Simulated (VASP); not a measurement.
# BeTe (F-43m) in VASP: settings compared, part 2 of 2

VASP 6.6.1.

### 4 Single point, PBE+D3(BJ)

This run uses another cell than the first one, of 21.74 Å³/atom, 1.023 times its volume.

The input, INCAR:

```
SYSTEM = BeTe
PREC = Accurate
ENCUT = 520
EDIFF = 1E-6
ISMEAR = -1
SIGMA = 0.05
LREAL = .False.
LASPH = .True.
NELM = 80
ALGO = Normal
ISIF = 2
LWAVE = .False.
LCHARG = .False.
GGA = PE
IVDW = 12
NBANDS = 11
```

The input, KPOINTS:

```
Automatic mesh
0
Gamma
  8 8 8
  0 0 0
```

The input, POSCAR:

```
BeTe
1.0
    0.0000000000      2.7907455110      2.7907455110
    2.7907455110      0.0000000000      2.7907455110
    2.7907455110      2.7907455110      0.0000000000
Te Be
1 1
Direct
    0.7500000000      0.7500000000      0.7500000000
    0.0000000000      0.0000000000      0.0000000000
```

Potentials or basis: VASP PAW PBE potentials, release 64 (Te, Be).

Run with:

```
$ cat potpaw_PBE.64/Te/POTCAR potpaw_PBE.64/Be/POTCAR > POTCAR
$ mpirun -np 1 vasp_std > vasp.out
```

OUTCAR:

```text
SYSTEM = BeTe
   PREC = Accurate
   ENCUT = 520
   EDIFF = 1E-6
   ISMEAR = -1
   LREAL = .False.
   LASPH = .True.
   NELM = 80
   ISIF = 2
   GGA = PE
   IVDW = 12
 IVDW          = 12

 ion  position               nearest neighbor table
   1  0.750  0.750  0.750-   2 2.42   2 2.42   2 2.42   2 2.42
   2  0.000  0.000  0.000-   1 2.42   1 2.42   1 2.42   1 2.42

  LATTYP: Found a face centered cubic cell.
 ALAT       =     5.5814910220

  Lattice vectors:

 A1 = (   0.0000000000,   2.7907455110,   2.7907455110)
 A2 = (   2.7907455110,   0.0000000000,   2.7907455110)
 A3 = (   2.7907455110,   2.7907455110,   0.0000000000)

Analysis of symmetry for initial positions (statically):
=====================================================================
 Subroutine PRICEL returns:
 Original cell was already a primitive cell.

 Routine SETGRP: Setting up the symmetry group for a
 face centered cubic supercell.

 Subroutine GETGRP returns: Found 24 space group operations
 (whereof 24 operations were pure point group operations)
 out of a pool of 48 trial point group operations.

The static configuration has the point symmetry T_d .

Analysis of symmetry for dynamics (positions and initial velocities):
=====================================================================
 Subroutine PRICEL returns:
 Original cell was already a primitive cell.

 Routine SETGRP: Setting up the symmetry group for a
 face centered cubic supercell.

 Subroutine GETGRP returns: Found 24 space group operations
 (whereof 24 operations were pure point group operations)
 out of a pool of 48 trial point group operations.

The dynamic configuration has the point symmetry T_d .

 Subroutine INISYM returns: Found 24 space group operations
 (whereof 24 operations are pure point group operations),
 and found     1 'primitive' translations

----------------------------------------------------------------------------------------

                                     Primitive cell

  volume of cell :      43.4701

  direct lattice vectors                    reciprocal lattice vectors
     0.000000000  2.790745511  2.790745511    -0.179163596  0.179163596  0.179163596
     2.790745511  0.000000000  2.790745511     0.179163596 -0.179163596  0.179163596
     2.790745511  2.790745511  0.000000000     0.179163596  0.179163596 -0.179163596

  length of vectors
     3.946710151  3.946710151  3.946710151     0.310320450  0.310320450  0.310320450

  position of ions in fractional coordinates (direct lattice)
     0.750000000  0.750000000  0.750000000
     0.000000000  0.000000000  0.000000000

  ion indices of the primitive-cell ions
   primitive index   ion index
                 1           1
                 2           2

----------------------------------------------------------------------------------------

 KPOINTS: Automatic mesh

Automatic generation of k-mesh.
 Grid dimensions read from file:
 generate k-points for:    8    8    8

 Generating k-lattice:

  Cartesian coordinates                     Fractional coordinates (reciprocal lattice)
    -0.022395449  0.022395449  0.022395449     0.125000000  0.000000000  0.000000000
     0.022395449 -0.022395449  0.022395449     0.000000000  0.125000000  0.000000000
     0.022395449  0.022395449 -0.022395449     0.000000000  0.000000000  0.125000000

  Length of vectors
     0.038790056  0.038790056  0.038790056

  Shift w.r.t. Gamma in fractional coordinates (k-lattice)
     0.000000000  0.000000000  0.000000000

 Subroutine IBZKPT returns following result:
 ===========================================

 Found     29 irreducible k-points:

 Following reciprocal coordinates:
            Coordinates               Weight
  0.000000  0.000000  0.000000      1.000000
  0.125000  0.000000  0.000000      8.000000
  0.250000  0.000000  0.000000      8.000000
  0.375000  0.000000  0.000000      8.000000
  0.500000  0.000000  0.000000      4.000000
  0.125000  0.125000  0.000000      6.000000
[... 16 lines left out ...]
  0.500000  0.250000  0.125000     48.000000
 -0.375000  0.250000  0.125000     24.000000
 [... further k-points ...]
   k-points           NKPTS =     29   k-points in BZ     NKDIM =     29   number of bands    NBANDS=     11
   number of dos      NEDOS =    301   number of ions     NIONS =      2
   total plane-waves  NPLWV =  27000
   dimension x,y,z NGX =    30 NGY =   30 NGZ =   30
   dimension x,y,z NGXF=    60 NGYF=   60 NGZF=   60
   ions per type =               1   1
   NGX,Y,Z   is equivalent  to a cutoff of  12.64, 12.64, 12.64 a.u.
   NGXF,Y,Z  is equivalent  to a cutoff of  25.27, 25.27, 25.27 a.u.
 SYSTEM =  BeTe
   PREC   = accura    normal or accurate (medium, high low for compatibility)
   ISTART =      0    job   : 0-new  1-cont  2-samecut
   ICHARG =      2    charge: 1-file 2-atom 10-const
   ISPIN  =      1    spin polarized calculation?
   LNONCOLLINEAR =      F non collinear calculations
   LSORBIT =      F    spin-orbit coupling
   LASPH  =      T    aspherical Exc in radial PAW
   ENCUT  =  520.0 eV  38.22 Ry    6.18 a.u.   7.34  7.34  7.34*2*pi/ulx,y,z
   NELM   =     80;   NELMIN=  2; NELMDL= -5     # of ELM steps
   EDIFF  = 0.1E-05   stopping-criterion for ELM
   LREAL  =      F    real-space projection
   EDIFFG = 0.1E-04   stopping-criterion for IOM
   NSW    =      0    number of steps for IOM
   IBRION =     -1    ionic relax: 0-MD 1-quasi-New 2-CG
   NFREE  =      0    steps in history (QN), initial steepest desc. (CG)
   ISIF   =      2    stress and relaxation
   ISYM   =      2    0-nonsym 1-usesym 2-fastsym
   POTIM  = 0.5000    time-step for ionic-motion
   TEBEG  =    0.0;   TEEND  =   0.0 temperature during run
   PSTRESS=    0.0 pullay stress
   NELECT =       8.0000    total number of electrons
   NUPDOWN=      -1.0000    fix difference up-down
   EMIN   =  10.00;   EMAX   =-10.00  energy-range for DOS
   EFERMI =   0.00;   METHOD = LEGACY
   ISMEAR =    -1;   SIGMA  =   0.05  broadening in eV -4-tet -1-fermi 0-gaus
   EFERMI_NEDOS =   21; number of points for ismear=-14 and -15
   IALGO  =     38    algorithm
   IMIX   =      4    mixing-type and parameters
     AMIX     =   0.40;   BMIX     =  1.00
     AMIX_MAG =   1.60;   BMIX_MAG =  1.00
  volume/ion in A,a.u.               =      21.74       146.68
  Fermi-wavevector in a.u.,A,eV,Ry     =   0.931196  1.759706 11.797974  0.867127
  Thomas-Fermi vector in A             =   2.057664
   LORBIT       =      0    0 simple, 1 ext, 2 COOP (PROOUT), +10 PAW based schemes
   GGA     = PE    functional components
   LHFCALC =     F    Hartree Fock is set to
   AEXX    =    0.0000 exact exchange contribution
   IVDW    =    12    specifies the selected vdW correction
   LEPSILON=     F    determine dielectric tensor
   LRPA    =     F    only Hartree local field effects (RPA)
 non-spin polarized calculation
  energy-cutoff  :      520.00
  volume of cell :       43.47
 maximum number of plane-waves:      1211
 NGX is ok and might be reduce to    30
   NGX = 15   NGY = 15   NGZ = 15

 number of electron       7.9999999 magnetization

 Free energy of the ion-electron system (eV)
  ---------------------------------------------------
  ext. energy  EPLUGINS =         0.00000000
  ---------------------------------------------------
  free energy    TOTEN  =        -7.60670468 eV

  energy without entropy =       -7.60670468  energy(sigma->0) =       -7.60670468

 E-fermi :   6.3478     XC(G=0):  -9.1659

 val. band max:        5.4033748350   @ k =   0.0000   0.0000   0.0000
 cond. band min:       7.3091189280   @ k =   0.5000   0.5000   0.0000
 fundamental gap:      1.9057440929
 Fermi energy:         6.3477971928

 k-point     1 :       0.0000    0.0000    0.0000
  band No.  band energies     occupation
      1      -7.0756      2.00000
      2       5.4034      2.00000
      3       5.4034      2.00000
      4       5.4034      2.00000
      5       8.9892      0.00000
      6       8.9892      0.00000
      7       8.9892      0.00000
      8       9.4249      0.00000
      9      13.7591      0.00000
     10      15.7043      0.00000
     11      15.7043      0.00000
[... 309 lines left out ...]
 k-point    24 :      -0.3750    0.2500    0.1250
  band No.  band energies     occupation
      1      -5.4084      2.00000
      2       0.1233      2.00000
      3       2.4090      2.00000
      4       3.4179      2.00000
      5       9.5984      0.00000
      6       9.8223      0.00000
      7      12.1555      0.00000
      8      13.2448      0.00000
      9      13.9585      0.00000
     10      17.0524      0.00000
     11      17.4138      0.00000

 [... further k-points ...]

------------------------ aborting loop because EDIFF is reached ----------------------------------------

 Edisp (eV)   -0.69660

 E8    (eV) :    -0.2967

  FORCE on cell =-STRESS in cart. coord.  units (eV):
  Direction    XX          YY          ZZ          XY          YZ          ZX
  --------------------------------------------------------------------------------------
  -------------------------------------------------------------------------------------
  Total       0.04045     0.04045     0.04045     0.00000     0.00000    -0.00000
  in kB       1.49087     1.49087     1.49087     0.00000     0.00000    -0.00000
  external pressure =        1.49 kB  Pullay stress =        0.00 kB

 VOLUME and BASIS-vectors are now :
 -----------------------------------------------------------------------------
  energy-cutoff  :      520.00
  volume of cell :       43.47
      direct lattice vectors                 reciprocal lattice vectors
     0.000000000  2.790745511  2.790745511    -0.179163596  0.179163596  0.179163596
     2.790745511  0.000000000  2.790745511     0.179163596 -0.179163596  0.179163596
     2.790745511  2.790745511  0.000000000     0.179163596  0.179163596 -0.179163596

 POSITION                                       TOTAL-FORCE (eV/Angst)
 -----------------------------------------------------------------------------------
      4.18612      4.18612      4.18612         0.000000      0.000000      0.000000
      0.00000      0.00000      0.00000        -0.000000     -0.000000     -0.000000
 -----------------------------------------------------------------------------------
    total drift:                               -0.000000     -0.000000     -0.000000

  FREE ENERGIE OF THE ION-ELECTRON SYSTEM (eV)
  ---------------------------------------------------
  free  energy   TOTEN  =        -8.3033000569 eV

  energy  without entropy=       -8.3033000567  energy(sigma->0) =       -8.30330006
```

OSZICAR:

```text
N       E                     dE             d eps       ncg     rms          rms(c)
DAV:   1     0.186411028529E+02    0.18641E+02   -0.32696E+03   638   0.588E+02
DAV:   2    -0.670755542570E+01   -0.25349E+02   -0.24609E+02   838   0.916E+01
DAV:   3    -0.775154909562E+01   -0.10440E+01   -0.10424E+01   835   0.199E+01
DAV:   4    -0.776192801749E+01   -0.10379E-01   -0.10378E-01   750   0.223E+00
DAV:   5    -0.776212865467E+01   -0.20064E-03   -0.20063E-03   807   0.298E-01    0.431E+00
DAV:   6    -0.764105666972E+01    0.12107E+00   -0.14712E-01   748   0.156E+00    0.257E+00
DAV:   7    -0.760580665000E+01    0.35250E-01   -0.11424E-01   774   0.148E+00    0.528E-01
DAV:   8    -0.760638420260E+01   -0.57755E-03   -0.67646E-03   725   0.477E-01    0.854E-02
DAV:   9    -0.760663604432E+01   -0.25184E-03   -0.35240E-04   765   0.111E-01    0.339E-02
DAV:  10    -0.760670086712E+01   -0.64823E-04   -0.83109E-05   714   0.474E-02    0.170E-02
DAV:  11    -0.760670227079E+01   -0.14037E-05   -0.24254E-06   843   0.901E-03    0.127E-02
DAV:  12    -0.760670457003E+01   -0.22992E-05   -0.51352E-06   680   0.133E-02    0.931E-03
DAV:  13    -0.760670467606E+01   -0.10603E-06   -0.40342E-08   509   0.150E-03
   1 F= -.83033001E+01 E0= -.83033001E+01  d E =-.134629E-09
```

It took 11 s on 1 thread of AMD EPYC 7R13 (Zen 3), shared host; peak memory 0.15 GiB.

Results:

- Free energy: -8.3033 eV
- Pressure: 0.1 GPa
- Band gap on the k mesh: 1.91 eV, indirect (least direct gap 3.59 eV)
- Dispersion energy per atom: -0.348 eV

Caveat: spin-orbit coupling is left out, which moves the levels of the heavy elements. A k mesh can miss the band edges.

### 5 Single point, BLYP+D4

This run uses another cell than the first one, of 22.02 Å³/atom, 1.036 times its volume.

The input, INCAR:

```
SYSTEM = BeTe
PREC = Accurate
ENCUT = 520
EDIFF = 1E-7
ISMEAR = -1
SIGMA = 0.05
LREAL = .FALSE.
LASPH = .TRUE.
NELM = 100
ALGO = Normal
ISIF = 2
LWAVE = .FALSE.
LCHARG = .TRUE.
GGA = B5
ALDAX = 1.0
AGGAX = 1.0
AGGAC = 1.0
ALDAC = 0.0
IVDW = 13
VDW_S6 = 1.0
VDW_S8 = 2.34076671
VDW_A1 = 0.44488865
VDW_A2 = 4.0933009
LELF = .TRUE.
LVHAR = .TRUE.
NBANDS = 11
```

The input, KPOINTS:

```
regular mesh
0
G
  8 8 8
  0 0 0
```

The input, POSCAR:

```
BeTe
1.0
    0.0000000000      2.8029769171      2.8029769171
    2.8029769171      0.0000000000      2.8029769171
    2.8029769171      2.8029769171      0.0000000000
Te Be
1 1
Direct
    0.7500000000      0.7500000000      0.7500000000
    0.0000000000      0.0000000000      0.0000000000
```

Run with:

```
$ cat potpaw_PBE.64/Te/POTCAR potpaw_PBE.64/Be/POTCAR > POTCAR
$ mpirun -np 1 vasp_std > vasp.out
```

Wall time 22 s (1 thread of AMD EPYC 7R13 (Zen 3), shared host); peak memory 0.14 GiB.

It converged, with:

```
Free energy                : -7.8032 eV
Pressure                   : 0.2 GPa
Band gap on the k mesh     : 2.21 eV, indirect (least direct gap 3.71 eV)
Dispersion energy per atom : -0.616 eV
```

Levels at points of the mesh, in eV from the valence-band top:
```tsv
k point	band 2	band 3	band 4	band 5	band 6	band 7
(0.00, 0.00, 0.00)	0.00	0.00	0.00	3.71	3.71	3.71
(0.50, 0.00, 0.00)	-5.51	-1.14	-1.14	3.27	4.73	4.73
(0.50, 0.50, 0.00)	-5.09	-2.64	-2.64	2.21	2.83	9.81
```

Caveat: the PAW data sets were made with another functional, which shifts forces and pressure a little; spin-orbit coupling is left out, which moves the levels of the heavy elements.

### 6 Overview

| level | cell | k mesh | smearing | gap on the mesh (eV) | pressure (GPa) |
| --- | --- | --- | --- | --- | --- |
| PBE | a = 3.917 Å, angles 60.0°, 2 atoms | 4 × 4 × 4 | fermi-dirac 0.03 eV | 1.84 | 5.0 |
| PBE | a = 3.917 Å, angles 60.0°, 2 atoms | 8 × 8 × 8 | gaussian 0.018 eV | 1.85 | 4.5 |
| PBE+D3(BJ) | a = 3.947 Å, angles 60.0°, 2 atoms | 8 × 8 × 8 | fermi-dirac 0.05 eV | 1.91 | 0.1 |
| BLYP+D4 | a = 3.964 Å, angles 60.0°, 2 atoms | 8 × 8 × 8 | fermi-dirac 0.05 eV | 2.21 | 0.2 |

Alike in all rows: task single point; potentials or basis VASP PAW PBE potentials, release 64 (Te, Be); no spin polarisation; cutoff (eV) 520.

Caveats: some runs use coarse meshes; spin-orbit coupling is left out, which moves the levels of the heavy elements; the PAW data sets were made with another functional, which shifts forces and pressure a little (some runs).

Absolute energies hang on the potentials; compare differences alone.
